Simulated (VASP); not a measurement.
# Sc2AlAs3 (P6/mmm) in VASP: notebook, part 2 of 2

VASP 6.6.1.

### Step 4. Single point, PBE

This run uses another cell than the first one, of 24.95 Å³/atom.

INCAR

```
  PREC = Accurate
  ENCUT = 520
  EDIFF = 1E-6
  ISMEAR = 0
  SIGMA = 0.1
  LREAL = False
  LASPH = True
  NELM = 100
  ALGO = Fast
  ISIF = 2
  LWAVE = False
  LCHARG = False
  GGA = PE
  NBANDS = 29
```

KPOINTS

```
regular mesh
0
Gamma
  6 6 4
```

POSCAR

```
Sc2AlAs3
1.0
    5.2277461600      0.0000000000      0.0000000000
   -2.6138730800      4.5273609800      0.0000000000
    0.0000000000      0.0000000000      6.3257243000
Sc Al As
2 1 3
Direct
    0.3333333300      0.6666666700      0.0000000000
    0.6666666700      0.3333333300      0.0000000000
    0.0000000000      0.0000000000      0.0000000000
    0.3333333300      0.6666666700      0.5000000000
    0.6666666700      0.3333333300      0.5000000000
    0.0000000000      0.0000000000      0.5000000000
```

Started as:

```bash
$ cat potpaw_PBE.64/Sc_sv/POTCAR potpaw_PBE.64/Al/POTCAR potpaw_PBE.64/As/POTCAR > POTCAR
$ mpirun -np 1 vasp_std > vasp.out
```

Run time: 4.1 min. Hardware: 1 thread of Oxide Virtual Turin-like, shared host; peak memory 0.27 GiB.

Results (log left out):

```yaml
Free_energy: -28.6111 eV
Pressure: -5.3 GPa
Band_gap_on_the_k_mesh: zero (bands 20 and 21 overlap by 0.47 eV)
```

Stress tensor (GPa, compression positive):
```
 -0.58   0.00   0.00
  0.00  -0.58   0.00
  0.00   0.00 -14.78
```

Levels at points of the mesh, in eV from the Fermi level:
| k point | band 17 | band 18 | band 19 | band 20 | band 21 | band 22 | band 23 | band 24 |
| --- | --- | --- | --- | --- | --- | --- | --- | --- |
| (0.00, 0.00, 0.00) | -2.87 | -0.71 | -0.71 | -0.12 | 0.28 | 0.63 | 0.63 | 0.93 |
| (0.50, 0.00, 0.00) | -0.61 | -0.55 | -0.39 | -0.33 | -0.26 | 0.12 | 1.02 | 1.38 |
| (0.00, 0.00, 0.50) | -2.64 | -1.05 | -1.05 | -0.70 | -0.12 | 0.76 | 0.76 | 0.78 |
| (0.50, 0.00, 0.50) | -0.74 | -0.56 | -0.50 | -0.13 | 0.06 | 0.41 | 0.62 | 0.68 |

Caveat: the stress differs along the axes, from -15 to -1 GPa; semilocal functionals underestimate gaps, and a narrow one can read as zero.

### Step 5. Single point, PBE

INCAR

```
PREC     = Accurate       # precision mode
ENCUT    = 520            # plane-wave cutoff, eV
EDIFF    = 1E-7           # SCF threshold, eV
ISMEAR   = 0              # smearing method
SIGMA    = 0.1            # smearing width, eV
LREAL    = False          # projectors in reciprocal space
LASPH    = True           # aspherical terms in the spheres
NELM     = 80             # most SCF steps
ALGO     = Fast           # electronic algorithm
ISIF     = 2              # what is computed and relaxed
LWAVE    = False          # write WAVECAR
LCHARG   = False          # write CHGCAR
GGA      = PE             # functional
NBANDS   = 29             # bands
```

KPOINTS

```
regular mesh
0
Gamma
  12 12 8
```

POSCAR

```
Sc2AlAs3
1.0
    5.2414998918      0.0000000000      0.0000000000
   -2.6207499459      4.5392720603      0.0000000000
    0.0000000000      0.0000000000      5.4471676535
Sc Al As
2 1 3
Direct
    0.3333333333      0.6666666667      0.0000000000
    0.6666666667      0.3333333333      0.0000000000
    0.0000000000      0.0000000000      0.0000000000
    0.3333333333      0.6666666667      0.5000000000
    0.6666666667      0.3333333333      0.5000000000
    0.0000000000      0.0000000000      0.5000000000
```

Started as:

```bash
$ cat potpaw_PBE.64/Sc_sv/POTCAR potpaw_PBE.64/Al/POTCAR potpaw_PBE.64/As/POTCAR > POTCAR
$ mpirun -np 1 vasp_std > vasp.out
```

Run time: 14 min. Hardware: 1 thread of Oxide Virtual Turin-like, shared host; peak memory 0.44 GiB.

Results (log left out):

```
Free energy            : -29.9741 eV
Pressure               : 0.1 GPa
Band gap on the k mesh : zero (bands 20 and 21 overlap by 0.89 eV)
```

Stress tensor (GPa, compression positive):
```
0.04 0.00 0.00
0.00 0.04 0.00
0.00 0.00 0.19
```

Levels at points of the mesh, in eV from the Fermi level:
```tsv
k point	band 18	band 19	band 20	band 21	band 22	band 23
(0.00, 0.00, 0.00)	-0.87	-0.21	-0.21	-0.04	0.54	0.54
(0.50, 0.00, 0.00)	-0.99	-0.41	-0.32	-0.09	-0.03	1.29
(0.00, 0.00, 0.50)	-1.79	-1.13	-1.13	-0.32	0.80	0.80
(0.50, 0.00, 0.50)	-1.03	-0.62	-0.08	0.60	0.87	0.94
```

### Step 6. Relaxation of cell and atoms, PBE

This run uses another cell than the first one, of 24.95 Å³/atom.

INCAR

```
PREC = Accurate
ENCUT = 600
EDIFF = 1E-6
ISMEAR = 0
SIGMA = 0.1
LREAL = False
LASPH = True
NELM = 60
ALGO = Normal
ISIF = 3
LWAVE = False
LCHARG = False
GGA = PE
IBRION = 2
NSW = 90
EDIFFG = -0.04
```

KPOINTS

```
Automatic mesh
0
Gamma
  6 6 4
```

POSCAR

```
Sc2AlAs3
1.0
    5.2277461600      0.0000000000      0.0000000000
   -2.6138730800      4.5273609800      0.0000000000
    0.0000000000      0.0000000000      6.3257243000
Sc Al As
2 1 3
Direct
    0.3333333300      0.6666666700      0.0000000000
    0.6666666700      0.3333333300      0.0000000000
    0.0000000000      0.0000000000      0.0000000000
    0.3333333300      0.6666666700      0.5000000000
    0.6666666700      0.3333333300      0.5000000000
    0.0000000000      0.0000000000      0.5000000000
```

Potentials or basis: VASP PAW PBE potentials, release 64 (Sc_sv, Al, As).

Started as:

```bash
$ cat potpaw_PBE.64/Sc_sv/POTCAR potpaw_PBE.64/Al/POTCAR potpaw_PBE.64/As/POTCAR > POTCAR
$ mpirun -np 1 vasp_std > vasp.out
```

Run time: 15 min. Hardware: 1 thread of Oxide Virtual Turin-like, shared host; peak memory 0.34 GiB.

The run converged. Its results:

```
Free energy                           : -30.0122 eV
Relaxed volume                        : 21.76 Å³/atom
Relaxed cell                          : a = 5.279 Å, b = 5.279 Å, c = 5.408 Å, α = 90.00°, β = 90.00°, γ = 120.00°
Space group after relaxing (to 0.1 Å) : P6/mmm (No. 191)
Energy gained by relaxing             : 233.5 meV/atom
Ionic steps                           : 8
Pressure after relaxing               : 0.0 GPa
Band gap on the k mesh                : zero (bands 20 and 21 overlap by 0.83 eV)
```

The path:
| step | energy change (eV) | largest force (eV/Å) | pressure (GPa) | volume (Å³) |
| --- | --- | --- | --- | --- |
| 1 | 0.0000 | 0.0000 | -5.32 | 149.72 |
| 2 | -1.2616 | 0.0000 | -0.97 | 131.91 |
| 3 | -1.3672 | 0.0000 | 1.51 | 127.22 |
| 4 | -1.3678 | 0.0000 | 1.79 | 126.77 |
| 5 | -1.3980 | 0.0000 | 0.16 | 130.45 |
| 6 | -1.3994 | 0.0000 | 0.43 | 129.80 |
| 7 | -1.4006 | 0.0000 | -0.19 | 130.89 |
| 8 | -1.4009 | 0.0000 | 0.01 | 130.53 |

Final structure:
```
Sc Al As
1.0
     5.27946    0.00000    0.00000
    -2.63973    4.57214    0.00000
     0.00000    0.00000    5.40759
Sc Al As
2 1 3
Direct
  0.33333 0.66667 0.00000
  0.66667 0.33333 0.00000
  0.00000 0.00000 0.00000
  0.33333 0.66667 0.50000
  0.66667 0.33333 0.50000
  0.00000 0.00000 0.50000
```

Levels at points of the mesh, in eV from the Fermi level:
```tsv
k point	band 16	band 17	band 18	band 19	band 20	band 21	band 22	band 23	band 24
(0.00, 0.00, 0.00)	-3.13	-3.13	-0.86	-0.13	-0.13	0.02	0.56	0.56	1.21
(0.50, 0.00, 0.00)	-2.34	-0.98	-0.93	-0.33	-0.31	-0.07	0.02	1.31	1.48
(0.00, 0.00, 0.50)	-3.18	-2.86	-1.79	-1.12	-1.12	-0.31	0.77	0.77	1.96
(0.50, 0.00, 0.50)	-1.26	-1.14	-1.00	-0.62	-0.08	0.58	0.93	0.97	0.98
```

### Step 7. The runs side by side

| task | cell | k mesh | cutoff (eV) | gap on the mesh (eV) | pressure (GPa) | relaxed volume (Å³/atom) |
| --- | --- | --- | --- | --- | --- | --- |
| relaxation of cell and atoms | relaxed from a = 5.267, b = 5.267, c = 5.399 Å, angles 90.0, 90.0, 120.0°, 6 atoms | 12 × 12 × 8 | 600 | none | 0.0 | 21.62 |
| single point | a = 5.267, b = 5.267, c = 5.399 Å, angles 90.0, 90.0, 120.0°, 6 atoms | 6 × 6 × 4 | 520 | none | 0.4 | - |
| single point | a = 5.228, b = 5.228, c = 6.326 Å, angles 90.0, 90.0, 120.0°, 6 atoms | 6 × 6 × 4 | 520 | none | -5.3 | - |
| single point | a = 5.241, b = 5.241, c = 5.447 Å, angles 90.0, 90.0, 120.0°, 6 atoms | 12 × 12 × 8 | 520 | none | 0.1 | - |
| relaxation of cell and atoms | relaxed from a = 5.228, b = 5.228, c = 6.326 Å, angles 90.0, 90.0, 120.0°, 6 atoms | 6 × 6 × 4 | 600 | none | 0.0 | 21.76 |

Alike in all rows: level PBE; potentials or basis VASP PAW PBE potentials, release 64 (Sc_sv, Al, As); no spin polarisation; smearing gaussian 0.1 eV.

Caveats: the stress differs along the axes, from -15 to -1 GPa (at least some runs); semilocal functionals underestimate gaps, and a narrow one can read as zero (at least some runs).

Total energies depend on the potentials used, so only differences within one code and one set of settings carry meaning.
